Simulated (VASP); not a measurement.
# Si16O (a cell with a defect) in VASP: notebook, part 2 of 2

VASP 6.6.1. The steps go on from the part before.

### 4 Single point, PBE, collinear spin, zero start

INCAR

```
PREC = Accurate
ENCUT = 520
EDIFF = 1E-6
ISMEAR = -1
SIGMA = 0.05
LREAL = Auto
LASPH = True
NELM = 150
ALGO = Normal
ISIF = 2
LWAVE = False
LCHARG = False
ISPIN = 2
MAGMOM = 0 0 0 0 0 0 0 0 0 0 0 0 0 0 0 0 0
LORBIT = 11
GGA = PE
NBANDS = 53
```

KPOINTS

```
regular mesh
0
Gamma
  2 2 2
```

POSCAR

```
Si16O
1.0
    0.0000000000      5.4300000000      5.4300000000
    5.4300000000      0.0000000000      5.4300000000
    5.4300000000      5.4300000000      0.0000000000
Si O
16 1
Direct
    0.0460773481      0.0431307551     -0.0170902394
    0.2401012891      0.0797697974      0.1028821363
    0.0321639042     -0.0130110497      0.4968047882
    0.1640976059      0.1181491713      0.5990515654
    0.0684530387      0.4559484346     -0.0255064457
    0.1944290976      0.6534346225      0.1214272560
    0.0488766114      0.5128729282      0.4599263352
    0.1702670350      0.6329005525      0.5985359116
    0.6092265193     -0.0411786372     -0.0015469613
    0.7012891344      0.0744198895      0.1471270718
    0.5616758748     -0.0520073665      0.5097605893
    0.6677440147      0.1168416206      0.6425138122
    0.5859668508      0.4880294659      0.0165377532
    0.7014825046      0.5873572744      0.1762523020
    0.5304419890      0.4824125230      0.5463351750
    0.7080110497      0.5824493554      0.6508471455
    0.2174217311      0.5967771639      0.9260405157
```

Potentials or basis: VASP PAW PBE potentials, release 64 (Si, O).

Run with:

```
$ cat potpaw_PBE.64/Si/POTCAR potpaw_PBE.64/O/POTCAR > POTCAR
$ mpirun -np 1 vasp_std > vasp.out
```

OUTCAR:

```text
PREC = Accurate
   ENCUT = 520
   EDIFF = 1E-6
   ISMEAR = -1
   LREAL = Auto
   LASPH = True
   NELM = 150
   ISIF = 2
   ISPIN = 2
   LORBIT = 11
   GGA = PE

 ion  position               nearest neighbor table
   1  0.046  0.043  0.983-  10 2.23   2 2.28   4 2.45   6 2.45
   2  0.240  0.080  0.103-   1 2.28   9 2.32   5 2.39   3 2.52
   3  0.032  0.987  0.497-   8 2.22   4 2.29  12 2.30   2 2.52
   4  0.164  0.118  0.599-   3 2.29   1 2.45   7 2.48  11 2.51
   5  0.068  0.456  0.974-  17 1.74   8 2.38   2 2.39  14 2.39   6 2.96
   6  0.194  0.653  0.121-  17 1.67   7 2.16   1 2.45  13 2.47   5 2.96
   7  0.049  0.513  0.460-   6 2.16  16 2.20   8 2.38   4 2.48
   8  0.170  0.633  0.599-   3 2.22  15 2.30   5 2.38   7 2.38
   9  0.609  0.959  0.998-  10 2.24  12 2.27   2 2.32  14 2.36
  10  0.701  0.074  0.147-   1 2.23   9 2.24  11 2.28  13 2.60
  11  0.562  0.948  0.510-  10 2.28  16 2.31   4 2.51  12 2.57
[... 1058 lines left out ...]
      4.20750      1.71510      4.60390        -1.098915     -0.833418      2.755287
[... 9 lines left out ...]
      6.69680      7.37860      7.00720         0.697397     -1.430383     -1.337485
      8.26890      6.20900      4.42110        -0.041850     -0.186432     -1.234660
 -----------------------------------------------------------------------------------
    total drift:                                0.002493     -0.001384      0.000502

  FREE ENERGIE OF THE ION-ELECTRON SYSTEM (eV)
  ---------------------------------------------------
  free  energy   TOTEN  =       -90.3020283664 eV

  energy  without entropy=      -90.2834275092  energy(sigma->0) =      -90.29272794

 total charge

# of ion       s       p       d       tot
------------------------------------------
    1        0.750   0.959   0.000   1.709
    2        0.748   0.932   0.000   1.680
    3        0.746   0.971   0.000   1.717
    4        0.751   0.885   0.000   1.635
    5        0.752   0.868   0.000   1.620
    6        0.754   0.927   0.000   1.680
[... 9 lines left out ...]
   16        0.750   0.980   0.000   1.731
   17        1.579   3.552   0.000   5.131
--------------------------------------------------
tot         13.587  18.621   0.000  32.208

 magnetization (x)

# of ion       s       p       d       tot
------------------------------------------
    1       -0.000   0.000   0.000   0.000
    2       -0.000  -0.000   0.000  -0.000
    3        0.000   0.000   0.000   0.000
    4       -0.000  -0.000   0.000  -0.000
    5       -0.000  -0.000   0.000  -0.000
    6       -0.000   0.000   0.000   0.000
[... 9 lines left out ...]
   16       -0.000   0.000   0.000   0.000
   17        0.000   0.000   0.000   0.000
--------------------------------------------------
tot          0.000   0.000   0.000   0.000
```

OSZICAR:

```text
N       E                     dE             d eps       ncg     rms          rms(c)
DAV:   1     0.191546822216E+03    0.19155E+03   -0.27204E+04  1696   0.110E+03
DAV:   2    -0.730241954011E+02   -0.26457E+03   -0.24920E+03  2050   0.176E+02
DAV:   3    -0.930107595373E+02   -0.19987E+02   -0.19668E+02  2120   0.448E+01
DAV:   4    -0.934242178297E+02   -0.41346E+00   -0.41200E+00  2184   0.762E+00
DAV:   5    -0.934321458196E+02   -0.79280E-02   -0.79212E-02  2123   0.104E+00    0.166E+01
DAV:   6    -0.905272852351E+02    0.29049E+01   -0.75842E+00  2480   0.149E+01    0.976E+00
DAV:   7    -0.903951231042E+02    0.13216E+00   -0.34660E+00  1851   0.602E+00    0.439E+00
DAV:   8    -0.903529145405E+02    0.42209E-01   -0.11886E+00  2312   0.536E+00    0.178E+00
DAV:   9    -0.902881112170E+02    0.64803E-01   -0.43946E-01  2691   0.358E+00    0.370E-01
DAV:  10    -0.903037009096E+02   -0.15590E-01   -0.15320E-01  1864   0.133E+00    0.473E-01
DAV:  11    -0.903012739645E+02    0.24269E-02   -0.12110E-02  2360   0.579E-01    0.149E-01
DAV:  12    -0.903019579179E+02   -0.68395E-03   -0.49042E-03  1928   0.237E-01    0.621E-02
DAV:  13    -0.903020258936E+02   -0.67976E-04   -0.12378E-04  2072   0.403E-02    0.383E-02
DAV:  14    -0.903020312796E+02   -0.53860E-05   -0.12265E-05  2016   0.148E-02    0.271E-02
DAV:  15    -0.903020272093E+02    0.40703E-05   -0.35623E-05  2064   0.253E-02    0.702E-03
DAV:  16    -0.903020282770E+02   -0.10677E-05   -0.63713E-06  1896   0.949E-03    0.209E-03
DAV:  17    -0.903020283664E+02   -0.89450E-07   -0.48417E-07  1104   0.325E-03
   1 F= -.90302028E+02 E0= -.90292728E+02  d E =-.186009E-01  mag=     0.0000
```

stdout:

```text
POSCAR found type information on POSCAR SiO
 POSCAR found :  2 types and      17 ions
 scaLAPACK will be used
 LDA part: xc-table for (Slater+PW92), standard interpolation
 POSCAR, INCAR and KPOINTS ok, starting setup
 FFT: planning ... GRIDC
 FFT: planning ... GRID_SOFT
 FFT: planning ... GRID
 WAVECAR not read
 entering main loop
```

Run time: 18 min. Hardware: 1 thread of AMD EPYC 7R13, shared host; peak memory 0.68 GiB.

Results:

```yaml
Free_energy: -90.3020 eV
Pressure: 4.4 GPa
Largest_force: 3.081 eV/Å
Band_gap_on_the_k_mesh: 0.06 eV
Net_moment: 0.00 μB per cell
Valence_electrons_inside_the_program's_atomic_spheres: Si 1.71, 1.68, 1.72, 1.64, 1.62, 1.76, 1.73, 1.66, 1.70, 1.65, 1.69 (each value once); O 5.13
```

Forces on the atoms (eV/Å):
```
Si  -1.975  0.442  0.203
Si   2.051 -0.269 -0.484
Si  -0.294 -0.738  1.736
Si   0.535  1.249  1.007
Si   0.091  0.328  0.653
Si  -1.099 -0.833  2.755
Si  -0.701  2.260 -0.947
Si  -0.859  0.210 -1.904
Si  -0.185  0.025 -1.021
Si   1.918 -0.945  1.189
Si   2.079 -0.111  0.158
Si  -1.651 -1.126 -0.931
Si   0.590  0.843 -1.412
Si  -1.104 -0.141  0.467
Si  -0.053  0.425  1.103
Si   0.697 -1.430 -1.337
O   -0.042 -0.186 -1.235
```

Caveat: the k points lie up to 0.50 Å⁻¹ apart.

### 5 Overview

| cell | gap on the mesh (eV) | pressure (GPa) | moment (μB) | largest force (eV/Å) |
| --- | --- | --- | --- | --- |
| as given, atomic positions A | 0.10 | 4.9 | 0.00 | 4.43 |
| as given, atomic positions B | 0.28 | 3.3 | 0.00 | 2.91 |
| as given, atomic positions C | 0.06 | 4.4 | 0.00 | 3.08 |

Alike in all rows: task single point; level PBE; potentials or basis VASP PAW PBE potentials, release 64 (Si, O); spin collinear, zero start; k mesh 2 × 2 × 2; cutoff (eV) 520; smearing fermi-dirac 0.05 eV.

Caveats: all runs use coarse meshes.

Absolute energies hang on the potentials; compare differences alone.
